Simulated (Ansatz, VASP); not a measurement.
## Two plane-wave programs on LiH

```
CELL_PARAMETERS angstrom
0.00000 2.03424 1.94339
2.03424 0.00000 1.94339
2.03424 2.03424 0.00000
ATOMIC_POSITIONS crystal
Li 0.00000 0.00000 0.00000
H 0.50000 0.50000 0.50000
```

Change from the starting cell: z stretched by -3 % at fixed volume, PAW files.

Alike in both runs: task electric field gradients; functional PBE; k mesh 14 × 14 × 14; occupations fermi-dirac, width 0.08 eV; no spin polarisation.

```csv
,VASP,Ansatz
version,VASP 6.6.1,Ansatz 0.2.0
potentials or method,"VASP PAW PBE potentials, release 64 (Li_sv, H)","PAW with Ansatz's default frozen-core files, scalar-relativistic"
plane-wave cutoff (eV),520,420
valence electrons in the cell,4,4
```

|  | VASP | Ansatz | Ansatz less VASP |
| --- | --- | --- | --- |
| size of Vzz on the site where it differs most (V/Å²) | 0.3 | 0.5 | +0.17 |

With one functional, cell and mesh, what is left measures potentials, basis and numerics.

Noted on VASP's run: the cutoff is short for stress, so the pressure is rough.
